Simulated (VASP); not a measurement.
# As (Im-3m) in VASP: notebook

Runs on As. Level: PBE. Tasks: relaxation of cell and atoms, single point.

Everything below comes from runs of VASP 6.6.1. Logs are shortened: lines on timing, memory, paths and dates and some standing lists are left out, and cuts for length are marked.

### Step 1. The cell of the first run

Symmetry: Im-3m, No. 229, cubic system. The conventional cell has a = 2.704 Å, b = 2.704 Å, c = 2.704 Å, α = 90.00°, β = 90.00°, γ = 90.00°. As (site symmetry m-3m) has 14 As at 2.34 to 2.70 Å within 3.1 Å.

### Step 2. Relaxation of cell and atoms, PBE, target pressure 220 GPa, at which the enthalpy is minimised

INCAR reads:

```
SYSTEM = As
PREC = Accurate
ENCUT = 600
EDIFF = 1E-6
ISMEAR = -1
SIGMA = 0.08
LREAL = .False.
LASPH = .True.
NELM = 60
ALGO = Normal
ISIF = 3
LWAVE = .False.
LCHARG = .False.
GGA = PE
IBRION = 2
NSW = 32
EDIFFG = -0.005
PSTRESS = 2200.0
```

KPOINTS reads:

```
Automatic mesh
0
Gamma
  20 20 20
  0 0 0
```

POSCAR reads:

```
As
1.0
   -1.3518206446      1.3518206446      1.3518206446
    1.3518206446     -1.3518206446      1.3518206446
    1.3518206446      1.3518206446     -1.3518206446
As
1
Direct
    0.0000000000      0.0000000000      0.0000000000
```

Potentials or basis: VASP PAW PBE potentials, release 64 (As).

Launch:

```bash
$ cat potpaw_PBE.64/As/POTCAR > POTCAR
$ mpirun -np 1 vasp_std > vasp.out
```

OUTCAR:

```text
SYSTEM = As
   PREC = Accurate
   ENCUT = 600
   EDIFF = 1E-6
   ISMEAR = -1
   LREAL = .False.
   LASPH = .True.
   NELM = 60
   ISIF = 3
   GGA = PE
   IBRION = 2
   NSW = 32
   EDIFFG = -0.005
   PSTRESS = 2200.0

 ion  position               nearest neighbor table
   1  0.000  0.000  0.000-

  LATTYP: Found a body centered cubic cell.
 ALAT       =     2.7036412892

  Lattice vectors:

 A1 = (  -1.3518206446,   1.3518206446,   1.3518206446)
 A2 = (   1.3518206446,  -1.3518206446,   1.3518206446)
 A3 = (   1.3518206446,   1.3518206446,  -1.3518206446)

Analysis of symmetry for initial positions (statically):
=====================================================================
 Subroutine PRICEL returns:
 Original cell was already a primitive cell.

 Routine SETGRP: Setting up the symmetry group for a
 body centered cubic supercell.

 Subroutine GETGRP returns: Found 48 space group operations
 (whereof 48 operations were pure point group operations)
 out of a pool of 48 trial point group operations.

The static configuration has the point symmetry O_h .

Analysis of symmetry for dynamics (positions and initial velocities):
=====================================================================
 Subroutine PRICEL returns:
 Original cell was already a primitive cell.

 Routine SETGRP: Setting up the symmetry group for a
 body centered cubic supercell.

 Subroutine GETGRP returns: Found 48 space group operations
 (whereof 48 operations were pure point group operations)
 out of a pool of 48 trial point group operations.

The dynamic configuration has the point symmetry O_h .

 Subroutine INISYM returns: Found 48 space group operations
 (whereof 48 operations are pure point group operations),
 and found     1 'primitive' translations

----------------------------------------------------------------------------------------

                                     Primitive cell

  volume of cell :       9.8814

  direct lattice vectors                    reciprocal lattice vectors
    -1.351820645  1.351820645  1.351820645     0.000000000  0.369871552  0.369871552
     1.351820645 -1.351820645  1.351820645     0.369871552  0.000000000  0.369871552
     1.351820645  1.351820645 -1.351820645     0.369871552  0.369871552  0.000000000

  length of vectors
     2.341422039  2.341422039  2.341422039     0.523077365  0.523077365  0.523077365

  position of ions in fractional coordinates (direct lattice)
     0.000000000  0.000000000  0.000000000

  ion indices of the primitive-cell ions
   primitive index   ion index
                 1           1

----------------------------------------------------------------------------------------

 KPOINTS: Automatic mesh

Automatic generation of k-mesh.
 Grid dimensions read from file:
 generate k-points for:   20   20   20

 Generating k-lattice:

  Cartesian coordinates                     Fractional coordinates (reciprocal lattice)
     0.000000000  0.018493578  0.018493578     0.050000000  0.000000000  0.000000000
     0.018493578  0.000000000  0.018493578     0.000000000  0.050000000  0.000000000
     0.018493578  0.018493578  0.000000000     0.000000000  0.000000000  0.050000000

  Length of vectors
     0.026153868  0.026153868  0.026153868

  Shift w.r.t. Gamma in fractional coordinates (k-lattice)
     0.000000000  0.000000000  0.000000000

 Subroutine IBZKPT returns following result:
 ===========================================

 Found    256 irreducible k-points:

 Following reciprocal coordinates:
            Coordinates               Weight
  0.000000  0.000000  0.000000      1.000000
  0.050000  0.000000  0.000000     12.000000
  0.100000  0.000000  0.000000     12.000000
  0.150000  0.000000  0.000000     12.000000
  0.200000  0.000000  0.000000     12.000000
  0.250000  0.000000  0.000000     12.000000
[... 16 lines left out ...]
  0.200000  0.100000 -0.000000     48.000000
  0.250000  0.100000  0.000000     48.000000
 [... further k-points ...]
   k-points           NKPTS =    256   k-points in BZ     NKDIM =    256   number of bands    NBANDS=      6
   number of dos      NEDOS =    301   number of ions     NIONS =      1
   total plane-waves  NPLWV =   8000
   dimension x,y,z NGX =    20 NGY =   20 NGZ =   20
   dimension x,y,z NGXF=    40 NGYF=   40 NGZF=   40
   ions per type =               1
   NGX,Y,Z   is equivalent  to a cutoff of  14.20, 14.20, 14.20 a.u.
   NGXF,Y,Z  is equivalent  to a cutoff of  28.40, 28.40, 28.40 a.u.
 SYSTEM =  As
   PREC   = accura    normal or accurate (medium, high low for compatibility)
   ISTART =      0    job   : 0-new  1-cont  2-samecut
   ICHARG =      2    charge: 1-file 2-atom 10-const
   ISPIN  =      1    spin polarized calculation?
   LNONCOLLINEAR =      F non collinear calculations
   LSORBIT =      F    spin-orbit coupling
   LASPH  =      T    aspherical Exc in radial PAW
   ENCUT  =  600.0 eV  44.10 Ry    6.64 a.u.   4.68  4.68  4.68*2*pi/ulx,y,z
   NELM   =     60;   NELMIN=  2; NELMDL= -5     # of ELM steps
   EDIFF  = 0.1E-05   stopping-criterion for ELM
   LREAL  =      F    real-space projection
   EDIFFG = -.5E-02   stopping-criterion for IOM
   NSW    =     32    number of steps for IOM
   IBRION =      2    ionic relax: 0-MD 1-quasi-New 2-CG
   NFREE  =      1    steps in history (QN), initial steepest desc. (CG)
   ISIF   =      3    stress and relaxation
   ISYM   =      2    0-nonsym 1-usesym 2-fastsym
   POTIM  = 0.5000    time-step for ionic-motion
   TEBEG  =    0.0;   TEEND  =   0.0 temperature during run
   PSTRESS= 2200.0 pullay stress
   NELECT =       5.0000    total number of electrons
   NUPDOWN=      -1.0000    fix difference up-down
   EMIN   =  10.00;   EMAX   =-10.00  energy-range for DOS
   EFERMI =   0.00;   METHOD = LEGACY
   ISMEAR =    -1;   SIGMA  =   0.08  broadening in eV -4-tet -1-fermi 0-gaus
   EFERMI_NEDOS =   21; number of points for ismear=-14 and -15
   IALGO  =     38    algorithm
   IMIX   =      4    mixing-type and parameters
     AMIX     =   0.40;   BMIX     =  1.00
     AMIX_MAG =   1.60;   BMIX_MAG =  1.00
  volume/ion in A,a.u.               =       9.88        66.68
  Fermi-wavevector in a.u.,A,eV,Ry     =   1.304545  2.465233 23.154910  1.701838
  Thomas-Fermi vector in A             =   2.435474
   LORBIT       =      0    0 simple, 1 ext, 2 COOP (PROOUT), +10 PAW based schemes
   GGA     = PE    functional components
   LHFCALC =     F    Hartree Fock is set to
   AEXX    =    0.0000 exact exchange contribution
   IVDW    =     0    specifies the selected vdW correction
   LEPSILON=     F    determine dielectric tensor
   LRPA    =     F    only Hartree local field effects (RPA)
 conjugate gradient relaxation of ions
 non-spin polarized calculation
  energy-cutoff  :      600.00
  volume of cell :        9.88
 maximum number of plane-waves:       370
   NGX =  9   NGY =  9   NGZ =  9

--------------------------------------- Ionic step        1  -------------------------------------------

 number of electron       4.9999999 magnetization

 Free energy of the ion-electron system (eV)
  ---------------------------------------------------
  ext. energy  EPLUGINS =         0.00000000
  ---------------------------------------------------
  free energy    TOTEN  =        -0.64435347 eV

  energy without entropy =       -0.63685997  energy(sigma->0) =       -0.64060672

------------------------ aborting loop because EDIFF is reached ----------------------------------------

  FORCE on cell =-STRESS in cart. coord.  units (eV):
  Direction    XX          YY          ZZ          XY          YZ          ZX
  --------------------------------------------------------------------------------------
  -------------------------------------------------------------------------------------
  Total       14.0259001     14.0259001     14.0259001      0.0000000     -0.0000000     -0.0000000
  in kB     2274.1761885   2274.1761885   2274.1761885      0.0000000     -0.0000000     -0.0000000
  external PRESSURE =      74.1761885 kB  Pullay stress =    2200.0000000 kB
[... 96 lines left out ...]
  enthalpy is  TOTEN    =        12.9220588789 eV   P V=       13.6935263918

--------------------------------------- Ionic step        4  -------------------------------------------

 number of electron       4.9999999 magnetization

 Free energy of the ion-electron system (eV)
  ---------------------------------------------------
  ext. energy  EPLUGINS =         0.00000000
  ---------------------------------------------------
  free energy    TOTEN  =        -0.76790437 eV

  energy without entropy =       -0.76036079  energy(sigma->0) =       -0.76413258

 E-fermi :  16.4990     XC(G=0): -13.8380

 val. band max:       16.4933744442   @ k =  -0.2500   0.3000   0.2000
 cond. band min:      16.5229511153   @ k =   0.2500   0.0000   0.0000
 fundamental gap:      0.0295766712
 Fermi energy:        16.4990328571

 k-point     1 :       0.0000    0.0000    0.0000
  band No.  band energies     occupation
      1      -6.9027      2.00000
      2      29.9737      0.00000
      3      29.9737      0.00000
      4      29.9737      0.00000
      5      33.1157      0.00000
      6      33.1157      0.00000

 k-point     2 :       0.0500    0.0000    0.0000
  band No.  band energies     occupation
      1      -6.7982      2.00000
      2      28.6204      0.00000
      3      29.0942      0.00000
      4      29.7270      0.00000
      5      32.2637      0.00000
      6      32.8485      0.00000
[... 190 lines left out ...]
 k-point    24 :       0.2500    0.1000    0.0000
  band No.  band energies     occupation
      1      -2.8028      2.00000
      2      13.8820      2.00000
      3      19.6366      0.00000
      4      23.4055      0.00000
      5      29.0269      0.00000
      6      31.7908      0.00000

 [... further k-points ...]
[... 5 lines left out ...]
  --------------------------------------------------------------------------------------
  -------------------------------------------------------------------------------------
  Total       13.6884618     13.6884618     13.6884618     -0.0000000      0.0000000      0.0000000
  in kB     2199.7590367   2199.7590367   2199.7590367     -0.0000000      0.0000000      0.0000000
  external PRESSURE =      -0.2409633 kB  Pullay stress =    2200.0000000 kB
[... 16 lines left out ...]
  FREE ENERGIE OF THE ION-ELECTRON SYSTEM (eV)
  ---------------------------------------------------
  free  energy   TOTEN  =        -0.7679043741 eV

  energy  without entropy=       -0.7603607867  energy(sigma->0) =       -0.76413258

  enthalpy is  TOTEN    =        12.9220568680 eV   P V=       13.6899612421

 reached required accuracy - stopping structural energy minimisation
```

It took 13 s on 1 thread of Intel Xeon 6975P-C (Granite Rapids), shared host; peak memory 0.14 GiB.

What came out:

| Quantity | Value |
| --- | --- |
| Free energy | -0.7679 eV |
| Relaxed volume | 9.97 Å³/atom |
| Relaxed cell | a = 2.348 Å, b = 2.348 Å, c = 2.348 Å, α = 109.47°, β = 109.47°, γ = 109.47° |
| Space group after relaxing (to 0.05 Å) | Im-3m (No. 229) |
| Energy change on relaxing (the enthalpy is what falls) | -123.6 meV/atom |
| Ionic steps | 4 |
| Pressure after relaxing | 220.0 GPa |

Step by step:
| step | energy change (eV) | largest force (eV/Å) | pressure (GPa) | volume (Å³) |
| --- | --- | --- | --- | --- |
| 1 | 0.0000 | 0.0000 | 227.42 | 9.88 |
| 2 | -0.8394 | 0.0000 | 176.79 | 10.55 |
| 3 | -0.1271 | 0.0000 | 219.79 | 9.97 |
| 4 | -0.1236 | 0.0000 | 219.98 | 9.97 |

Final structure:
```
As
1.0
    -1.35584    1.35584    1.35584
     1.35584   -1.35584    1.35584
     1.35584    1.35584   -1.35584
As
1
Direct
  0.00000 0.00000 0.00000
```

Caveat: the cell is relaxed towards a set pressure, so the enthalpy falls and the energy may rise.

### Step 3. Relaxation of cell and atoms, PBE, target pressure 220 GPa, at which the enthalpy is minimised

This run uses another cell than the first one, of 9.94 Å³/atom, 1.006 times its volume.

INCAR reads:

```
PREC = Accurate ; ENCUT = 600
EDIFF = 1E-6 ; ISMEAR = -1
SIGMA = 0.08 ; LREAL = F
LASPH = T ; NELM = 100
ALGO = Normal ; ISIF = 3
LWAVE = F ; LCHARG = F
GGA = PE ; IBRION = 2
NSW = 60 ; EDIFFG = -0.005
PSTRESS = 2200.0
```

KPOINTS reads:

```
regular mesh
0
Gamma
  20 20 20
```

POSCAR reads:

```
As
1.0
   -1.3545528515      1.3545528515      1.3545528515
    1.3545528515     -1.3545528515      1.3545528515
    1.3545528515      1.3545528515     -1.3545528515
As
1
Direct
    0.0000000000      0.0000000000      0.0000000000
```

Potentials or basis: VASP PAW PBE potentials, release 64 (As).

Launch:

```bash
$ cat potpaw_PBE.64/As/POTCAR > POTCAR
$ mpirun -np 1 vasp_std > vasp.out
```

Run time: 11 s. Hardware: 1 thread of Intel Xeon 6975P-C (Granite Rapids), shared host; peak memory 0.14 GiB.

It converged, with:

```yaml
Free_energy: -0.7680 eV
Relaxed_volume: 9.97 Å³/atom
Relaxed_cell: a = 2.348 Å, b = 2.348 Å, c = 2.348 Å, α = 109.47°, β = 109.47°, γ = 109.47°
Space_group_after_relaxing_to_0.05_Å: Im-3m (No. 229)
Energy_change_on_relaxing_the_enthalpy_is_what_falls: -39.4 meV/atom
Ionic_steps: 3
Pressure_after_relaxing: 220.0 GPa
```

Step by step:
```csv
step,energy change (eV),largest force (eV/Å),pressure (GPa),volume (Å³)
1,0.0000,0.0000,222.36,9.94
2,-0.2832,0.0000,205.40,10.15
3,-0.0394,0.0000,219.97,9.97
```

Final structure:
```
CELL_PARAMETERS angstrom
-1.35585 1.35585 1.35585
1.35585 -1.35585 1.35585
1.35585 1.35585 -1.35585
ATOMIC_POSITIONS crystal
As 0.00000 0.00000 0.00000
```

Levels at points of the mesh, in eV from the Fermi level:
| k point | band 1 | band 2 | band 3 | band 4 | band 5 | band 6 |
| --- | --- | --- | --- | --- | --- | --- |
| (0.00, 0.00, 0.00) | -23.40 | 13.47 | 13.47 | 13.47 | 16.62 | 16.62 |
| (0.50, 0.00, 0.00) | -12.88 | -12.84 | 4.12 | 7.12 | 9.06 | 11.35 |
| (0.50, 0.50, 0.50) | -4.53 | -4.53 | -4.53 | -1.70 | 1.02 | 1.02 |

Caveat: the cell is relaxed towards a set pressure, so the enthalpy falls and the energy may rise.

### Step 4. Single point, PBE

INCAR reads:

```
SYSTEM = As
PREC = Accurate
ENCUT = 520
EDIFF = 1E-6
ISMEAR = -1
SIGMA = 0.08
LREAL = .FALSE.
LASPH = .TRUE.
NELM = 80
ALGO = Normal
ISIF = 2
LWAVE = .FALSE.
LCHARG = .FALSE.
GGA = PE
NBANDS = 8
```

KPOINTS reads:

```
Automatic mesh
0
G
  20 20 20
  0 0 0
```

POSCAR reads:

```
As
1.0
   -1.3518206446      1.3518206446      1.3518206446
    1.3518206446     -1.3518206446      1.3518206446
    1.3518206446      1.3518206446     -1.3518206446
As
1
Direct
    0.0000000000      0.0000000000      0.0000000000
```

Launch:

```bash
$ cat potpaw_PBE.64/As/POTCAR > POTCAR
$ mpirun -np 1 vasp_std > vasp.out
```

It took 26 s on 1 thread of Intel Xeon 8259CL, shared host; peak memory 0.13 GiB.

Results (log left out):

- Free energy: -0.6440 eV
- Pressure: 227.4 GPa

Levels at points of the mesh, in eV from the Fermi level:
| k point | band 1 | band 2 | band 3 | band 4 | band 5 | band 6 |
| --- | --- | --- | --- | --- | --- | --- |
| (0.00, 0.00, 0.00) | -23.56 | 13.62 | 13.62 | 13.62 | 16.68 | 16.68 |
| (0.50, 0.00, 0.00) | -12.95 | -12.94 | 4.16 | 7.15 | 9.07 | 11.42 |
| (0.50, 0.50, 0.50) | -4.57 | -4.57 | -4.57 | -1.60 | 0.97 | 0.97 |

### Step 5. Single point, PBE

INCAR reads:

```
PREC     = Accurate       # precision mode
ENCUT    = 520            # plane-wave cutoff, eV
EDIFF    = 1E-6           # SCF threshold, eV
ISMEAR   = -1             # smearing method
SIGMA    = 0.08           # smearing width, eV
LREAL    = F              # projectors in reciprocal space
LASPH    = T              # aspherical terms in the spheres
NELM     = 60             # most SCF steps
ALGO     = Normal         # electronic algorithm
ISIF     = 2              # what is computed and relaxed
LWAVE    = F              # write WAVECAR
LCHARG   = F              # write CHGCAR
GGA      = PE             # functional
NBANDS   = 8              # bands
```

KPOINTS reads:

```
Automatic mesh
0
Gamma
  20 20 20
```

POSCAR is that of step 4.

Potentials or basis: VASP PAW PBE potentials, release 64 (As).

Launch:

```bash
$ cat potpaw_PBE.64/As/POTCAR > POTCAR
$ mpirun -np 1 vasp_std > vasp.out
```

OUTCAR:

```text
PREC = Accurate
   ENCUT = 520
   EDIFF = 1E-6
   ISMEAR = -1
   LREAL = F
   LASPH = T
   NELM = 60
   ISIF = 2
   GGA = PE

 ion  position               nearest neighbor table
   1  0.000  0.000  0.000-

  LATTYP: Found a body centered cubic cell.
 ALAT       =     2.7036412892

  Lattice vectors:

 A1 = (  -1.3518206446,   1.3518206446,   1.3518206446)
 A2 = (   1.3518206446,  -1.3518206446,   1.3518206446)
 A3 = (   1.3518206446,   1.3518206446,  -1.3518206446)

[... 441 lines left out ...]
      8      41.5368      0.00000

 [... further k-points ...]

------------------------ aborting loop because EDIFF is reached ----------------------------------------

  FORCE on cell =-STRESS in cart. coord.  units (eV):
  Direction    XX          YY          ZZ          XY          YZ          ZX
  --------------------------------------------------------------------------------------
  -------------------------------------------------------------------------------------
  Total       14.0268019     14.0268019     14.0268019     -0.0000000     -0.0000000      0.0000000
  in kB     2274.3224065   2274.3224065   2274.3224065     -0.0000000     -0.0000000      0.0000000
  external PRESSURE =    2274.3224065 kB  Pullay stress =       0.0000000 kB

 VOLUME and BASIS-vectors are now :
 -----------------------------------------------------------------------------
  energy-cutoff  :      520.00
  volume of cell :        9.88
      direct lattice vectors                 reciprocal lattice vectors
    -1.351820645  1.351820645  1.351820645     0.000000000  0.369871552  0.369871552
     1.351820645 -1.351820645  1.351820645     0.369871552  0.000000000  0.369871552
     1.351820645  1.351820645 -1.351820645     0.369871552  0.369871552  0.000000000

 POSITION                                       TOTAL-FORCE (eV/Angst)
 -----------------------------------------------------------------------------------
      0.00000      0.00000      0.00000         0.000000      0.000000     -0.000000
 -----------------------------------------------------------------------------------
    total drift:                                0.000000     -0.000000      0.000000

  FREE ENERGIE OF THE ION-ELECTRON SYSTEM (eV)
  ---------------------------------------------------
  free  energy   TOTEN  =        -0.6440161165 eV

  energy  without entropy=       -0.6365224381  energy(sigma->0) =       -0.64026928
```

OSZICAR:

```text
N       E                     dE             d eps       ncg     rms          rms(c)
DAV:   1     0.584556572433E+01    0.58456E+01   -0.25727E+03  4248   0.511E+02
DAV:   2    -0.706631465345E+00   -0.65522E+01   -0.63252E+01  5752   0.542E+01
DAV:   3    -0.730564384837E+00   -0.23933E-01   -0.23643E-01  4744   0.383E+00
DAV:   4    -0.730567434922E+00   -0.30501E-05   -0.30492E-05  6232   0.463E-02
DAV:   5    -0.730567434751E+00    0.17087E-09   -0.13394E-09  4760   0.207E-04    0.651E+00
DAV:   6    -0.675114260204E+00    0.55453E-01   -0.24373E-03  5424   0.432E-01    0.392E+00
DAV:   7    -0.644081894076E+00    0.31032E-01   -0.51124E-03  5592   0.646E-01    0.806E-02
DAV:   8    -0.644016380345E+00    0.65514E-04   -0.85168E-05  5080   0.592E-02    0.140E-02
DAV:   9    -0.644016116530E+00    0.26382E-06   -0.23924E-06  5880   0.979E-03
   1 F= -.64401612E+00 E0= -.64026928E+00  d E =-.749368E-02
```

stdout:

```text
POSCAR found type information on POSCAR As
 POSCAR found :  1 types and       1 ions
 scaLAPACK will be used
 LDA part: xc-table for (Slater+PW92), standard interpolation
 POSCAR, INCAR and KPOINTS ok, starting setup
 FFT: planning ... GRIDC
 FFT: planning ... GRID_SOFT
 FFT: planning ... GRID
 WAVECAR not read
 entering main loop
```

It took 24 s on 1 thread of Intel Xeon 8259CL, shared host; peak memory 0.13 GiB.

Results:

- Free energy: -0.6440 eV
- Pressure: 227.4 GPa

### Step 6. Summary

```csv
task,cell,cutoff (eV),gap on the mesh (eV),pressure (GPa)
relaxation of cell and atoms,"relaxed to 220 GPa from a = 2.341 Å, angles 109.5°, 1 atom",600,none,220.0
relaxation of cell and atoms,"relaxed to 220 GPa from a = 2.346 Å, angles 109.5°, 1 atom",600,none,220.0
single point,"a = 2.341 Å, angles 109.5°, 1 atom",520,none,227.4
```

Alike in all rows: level PBE; potentials or basis VASP PAW PBE potentials, release 64 (As); no spin polarisation; k mesh 20 × 20 × 20; smearing fermi-dirac 0.08 eV.

Caveats: the cell is relaxed towards a set pressure, so the enthalpy falls and the energy may rise (some runs).

Absolute energies hang on the potentials; compare differences alone.
